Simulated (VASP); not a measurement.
# PtSe (P-6m2) in VASP: further runs, part 2 of 2

VASP 6.6.1.

### 4 Density of states, PBE+U

POSCAR

```
PtSe
1.0
    3.7018703300      0.0000000000      0.0000000000
   -1.8509351600      3.2059137500      0.0000000000
    0.0000000000      0.0000000000      3.6128420300
Pt Se
1 1
Direct
    0.0000000000      0.0000000000      0.0000000000
    0.6666666667      0.3333333333      0.5000000000
```

INCAR.step1

```
SYSTEM = PtSe
PREC = Accurate
ENCUT = 520
EDIFF = 1E-6
ISMEAR = -1
SIGMA = 0.05
LREAL = .False.
LASPH = .True.
NELM = 150
ALGO = Normal
ISIF = 2
LWAVE = .False.
LCHARG = .True.
LMAXMIX = 4
LDAU = .True.
LDAUTYPE = 2
LDAUL = 2 -1
LDAUU = 3 0
LDAUJ = 0 0
LDAUPRINT = 1
GGA = PE
NBANDS = 15
```

KPOINTS.step1

```
regular mesh
0
Gamma
  8 8 7
  0 0 0
```

INCAR.step2

```
SYSTEM = PtSe
PREC = Accurate
ENCUT = 520
EDIFF = 1E-6
ISMEAR = -5
SIGMA = 0.05
LREAL = .False.
LASPH = .True.
NELM = 150
ALGO = Normal
ISIF = 2
LWAVE = .False.
LCHARG = .False.
LMAXMIX = 4
LDAU = .True.
LDAUTYPE = 2
LDAUL = 2 -1
LDAUU = 3 0
LDAUJ = 0 0
LDAUPRINT = 1
GGA = PE
LORBIT = 11
NBANDS = 15
NEDOS = 1001
ICHARG = 11
```

KPOINTS.step2

```
regular mesh
0
Gamma
  12 12 11
  0 0 0
```

Potentials or basis: VASP PAW PBE potentials, release 64 (Pt, Se).

Launch:

```console
cat potpaw_PBE.64/Pt/POTCAR potpaw_PBE.64/Se/POTCAR > POTCAR
cp INCAR.step1 INCAR
cp KPOINTS.step1 KPOINTS
mpirun -np 1 vasp_std > vasp.out
cp INCAR.step2 INCAR
cp KPOINTS.step2 KPOINTS
mpirun -np 1 vasp_std > vasp.out
```

OUTCAR:

```text
SYSTEM = PtSe
   PREC = Accurate
   ENCUT = 520
   EDIFF = 1E-6
   ISMEAR = -5
   LREAL = .False.
   LASPH = .True.
   NELM = 150
   ISIF = 2
   GGA = PE
   LORBIT = 11
   ICHARG = 11

 ion  position               nearest neighbor table
   1  0.000  0.000  0.000-   2 2.80   2 2.80   2 2.80   2 2.80   2 2.80   2 2.80
   2  0.667  0.333  0.500-   1 2.80   1 2.80   1 2.80   1 2.80   1 2.80   1 2.80

  LATTYP: Found a hexagonal cell.
 ALAT       =     3.7018703300
 C/A-ratio  =     0.9759504542

  Lattice vectors:

 A1 = (   3.7018703300,   0.0000000000,   0.0000000000)
 A2 = (  -1.8509351600,   3.2059137500,   0.0000000000)
 A3 = (   0.0000000000,   0.0000000000,   3.6128420300)

Analysis of symmetry for initial positions (statically):
=====================================================================
 Subroutine PRICEL returns:
 Original cell was already a primitive cell.

 Routine SETGRP: Setting up the symmetry group for a
 hexagonal supercell.

 Subroutine GETGRP returns: Found 12 space group operations
 (whereof 12 operations were pure point group operations)
 out of a pool of 24 trial point group operations.

[... 627 lines left out ...]
      4       2.1670      2.00000
      5       2.2663      2.00000
      6       3.1649      2.00000
      7       3.7812      2.00000
      8       4.8948      2.00000
      9       5.6710     -0.03719
     10       8.8148      0.00000
     11      11.7617      0.00000
     12      14.1909      0.00000
     13      15.3311      0.00000
     14      16.3327      0.00000
     15      19.3614      0.00000

 [... further k-points ...]

------------------------ aborting loop because EDIFF is reached ----------------------------------------

  FORCE on cell =-STRESS in cart. coord.  units (eV):
  Direction    XX          YY          ZZ          XY          YZ          ZX
  --------------------------------------------------------------------------------------
  -------------------------------------------------------------------------------------
  Total       -2.9857684     -2.9857684     -4.3882207     -0.0000000      0.0000000      0.0000000
  in kB     -111.5692947   -111.5692948   -163.9747706     -0.0000002      0.0000000      0.0000000
  external PRESSURE =    -129.0377867 kB  Pullay stress =       0.0000000 kB

 VOLUME and BASIS-vectors are now :
 -----------------------------------------------------------------------------
  energy-cutoff  :      520.00
  volume of cell :       42.88
      direct lattice vectors                 reciprocal lattice vectors
     3.701870330  0.000000000  0.000000000     0.270133719  0.155961775  0.000000000
    -1.850935160  3.205913750  0.000000000     0.000000000  0.311923551  0.000000000
     0.000000000  0.000000000  3.612842030     0.000000000  0.000000000  0.276790403

 POSITION                                       TOTAL-FORCE (eV/Angst)
 -----------------------------------------------------------------------------------
      0.00000      0.00000      0.00000         0.000000      0.000000      0.000000
      1.85094      1.06864      1.80642        -0.000000      0.000000      0.000000
 -----------------------------------------------------------------------------------
    total drift:                               -0.000040      0.000023      0.000000

  FREE ENERGIE OF THE ION-ELECTRON SYSTEM (eV)
  ---------------------------------------------------
  free  energy   TOTEN  =        -6.9223095562 eV

  energy  without entropy=       -6.9223095562  energy(sigma->0) =       -6.92230956

 total charge

# of ion       s       p       d       tot
------------------------------------------
    1        0.469   0.273   8.378   9.120
    2        1.519   2.038   0.055   3.612
--------------------------------------------------
tot          1.988   2.311   8.433  12.732
```

OSZICAR.step1:

```text
N       E                     dE             d eps       ncg     rms          rms(c)
DAV:   1     0.753275498563E+02    0.75328E+02   -0.72634E+03  1232   0.940E+02
DAV:   2    -0.463100052842E+01   -0.79959E+02   -0.72204E+02  1501   0.188E+02
DAV:   3    -0.692964239277E+01   -0.22986E+01   -0.22859E+01  1431   0.323E+01
DAV:   4    -0.694276058966E+01   -0.13118E-01   -0.13117E-01  1592   0.274E+00
DAV:   5    -0.694292882472E+01   -0.16824E-03   -0.16823E-03  1501   0.321E-01    0.714E+00
DAV:   6    -0.691045469041E+01    0.32474E-01   -0.84006E-02  1438   0.240E+00    0.405E+00
DAV:   7    -0.691785147934E+01   -0.73968E-02   -0.32419E-02  1375   0.138E+00    0.943E-01
DAV:   8    -0.691869694338E+01   -0.84546E-03   -0.58264E-03  1480   0.756E-01    0.311E-01
DAV:   9    -0.691887737291E+01   -0.18043E-03   -0.21911E-03  1403   0.354E-01    0.567E-02
DAV:  10    -0.691888233577E+01   -0.49629E-05   -0.42417E-05  1557   0.503E-02    0.249E-02
DAV:  11    -0.691890741578E+01   -0.25080E-04   -0.17972E-05  1431   0.408E-02    0.508E-03
DAV:  12    -0.691890750589E+01   -0.90106E-07   -0.57538E-07  1034   0.596E-03
   1 F= -.69189075E+01 E0= -.69130782E+01  d E =-.116586E-01
```

Wall time 94 s (1 thread of Intel Xeon 8259CL, shared host); peak memory 0.21 GiB.

Results:

- Valence electrons inside the program's atomic spheres: Pt 9.12; Se 3.61

Levels at points of the mesh, in eV from the Fermi level:
| k point | band 4 | band 5 | band 6 | band 7 | band 8 | band 9 | band 10 | band 11 | band 12 | band 13 |
| --- | --- | --- | --- | --- | --- | --- | --- | --- | --- | --- |
| (0.00, 0.00, 0.00) | -3.84 | -2.19 | -2.19 | -1.88 | 0.19 | 0.54 | 0.54 | 7.47 | 7.96 | 7.96 |
| (0.50, 0.00, 0.00) | -3.55 | -2.69 | -2.36 | -1.72 | -1.37 | 1.23 | 2.94 | 6.24 | 8.77 | 9.10 |

Eigenvalues of the final occupation matrices:
```csv
site,spin,trace,eigenvalues
site 1 d,1,4.21,0.77 0.77 0.88 0.88 0.92
site 1 d,2,4.21,0.77 0.77 0.88 0.88 0.92
```

Caveat: spin-orbit coupling is left out, which moves the levels of the heavy elements; U without spin polarisation on a metal has little footing; tetrahedron occupations give inexact forces and stress in metals.

### 5 Density of states, PBE+U

POSCAR is that of step 4.

INCAR.step1

```
ALGO = Normal
EDIFF = 1E-6
ENCUT = 520
GGA = PE
ISIF = 2
ISMEAR = -1
LASPH = T
LCHARG = T
LDAU = T
LDAUJ = 0 0
LDAUL = 2 -1
LDAUPRINT = 1
LDAUTYPE = 2
LDAUU = 5 0
LMAXMIX = 4
LREAL = F
LWAVE = F
NBANDS = 15
NELM = 150
PREC = Accurate
SIGMA = 0.05
```

KPOINTS.step1

```
k-points
0
Gamma
  8 8 7
```

INCAR.step2

```
ALGO = Normal
EDIFF = 1E-6
ENCUT = 520
GGA = PE
ICHARG = 11
ISIF = 2
ISMEAR = -5
LASPH = T
LCHARG = F
LDAU = T
LDAUJ = 0 0
LDAUL = 2 -1
LDAUPRINT = 1
LDAUTYPE = 2
LDAUU = 5 0
LMAXMIX = 4
LORBIT = 11
LREAL = F
LWAVE = F
NEDOS = 1001
NELM = 150
PREC = Accurate
SIGMA = 0.05
```

KPOINTS.step2

```
k-points
0
Gamma
  12 12 11
```

Potentials or basis: VASP PAW PBE potentials, release 64 (Pt, Se).

Launch:

```console
cat potpaw_PBE.64/Pt/POTCAR potpaw_PBE.64/Se/POTCAR > POTCAR
cp INCAR.step1 INCAR
cp KPOINTS.step1 KPOINTS
mpirun -np 1 vasp_std > vasp.out
cp INCAR.step2 INCAR
cp KPOINTS.step2 KPOINTS
mpirun -np 1 vasp_std > vasp.out
```

OUTCAR:

```text
EDIFF = 1E-6
   ENCUT = 520
   GGA = PE
   ICHARG = 11
   ISIF = 2
   ISMEAR = -5
   LASPH = T
   LORBIT = 11
   LREAL = F
   NELM = 150
   PREC = Accurate

 ion  position               nearest neighbor table
   1  0.000  0.000  0.000-   2 2.80   2 2.80   2 2.80   2 2.80   2 2.80   2 2.80
   2  0.667  0.333  0.500-   1 2.80   1 2.80   1 2.80   1 2.80   1 2.80   1 2.80

  LATTYP: Found a hexagonal cell.
 ALAT       =     3.7018703300
 C/A-ratio  =     0.9759504542

  Lattice vectors:
[... 592 lines left out ...]
  -------------------------------------------------------------------------------------
  Total       -3.2084877     -3.2084877     -4.6979438     -0.0000000      0.0000000      0.0000000
  in kB     -119.8916532   -119.8916534   -175.5482029     -0.0000002      0.0000000      0.0000000
  external PRESSURE =    -138.4438365 kB  Pullay stress =       0.0000000 kB

 VOLUME and BASIS-vectors are now :
 -----------------------------------------------------------------------------
  energy-cutoff  :      520.00
  volume of cell :       42.88
      direct lattice vectors                 reciprocal lattice vectors
     3.701870330  0.000000000  0.000000000     0.270133719  0.155961775  0.000000000
    -1.850935160  3.205913750  0.000000000     0.000000000  0.311923551  0.000000000
     0.000000000  0.000000000  3.612842030     0.000000000  0.000000000  0.276790403

 POSITION                                       TOTAL-FORCE (eV/Angst)
 -----------------------------------------------------------------------------------
      0.00000      0.00000      0.00000        -0.000000     -0.000000      0.000000
      1.85094      1.06864      1.80642         0.000000      0.000000      0.000000
 -----------------------------------------------------------------------------------
    total drift:                               -0.000039      0.000023      0.000000

  FREE ENERGIE OF THE ION-ELECTRON SYSTEM (eV)
  ---------------------------------------------------
  free  energy   TOTEN  =        -5.7100509480 eV

  energy  without entropy=       -5.7100509480  energy(sigma->0) =       -5.71005095

 total charge

# of ion       s       p       d       tot
------------------------------------------
    1        0.445   0.262   8.582   9.290
    2        1.519   2.030   0.052   3.600
--------------------------------------------------
tot          1.964   2.292   8.634  12.890
```

OUTCAR.step1:

```text
EDIFF = 1E-6
   ENCUT = 520
   GGA = PE
   ISIF = 2
   ISMEAR = -1
[... 691 lines left out ...]
 -----------------------------------------------------------------------------------
      0.00000      0.00000      0.00000        -0.000000      0.000000      0.000000
      1.85094      1.06864      1.80642         0.000000     -0.000000      0.000000
 -----------------------------------------------------------------------------------
    total drift:                               -0.000000      0.000000      0.000000

  FREE ENERGIE OF THE ION-ELECTRON SYSTEM (eV)
  ---------------------------------------------------
  free  energy   TOTEN  =        -5.7062000758 eV

  energy  without entropy=       -5.6937435188  energy(sigma->0) =       -5.69997180
```

Wall time 88 s (1 thread of Intel Xeon 8259CL, shared host); peak memory 0.2 GiB.

What came out:

* Valence electrons inside the program's atomic spheres: Pt 9.29; Se 3.60

Eigenvalues of the final occupation matrices:
```tsv
site	spin	trace	eigenvalues
site 1 d	1	4.32	0.79 0.79 0.90 0.90 0.94
site 1 d	2	4.32	0.79 0.79 0.90 0.90 0.94
```

Caveat: spin-orbit coupling is left out, which moves the levels of the heavy elements; U without spin polarisation on a metal has little footing; tetrahedron occupations give inexact forces and stress in metals.
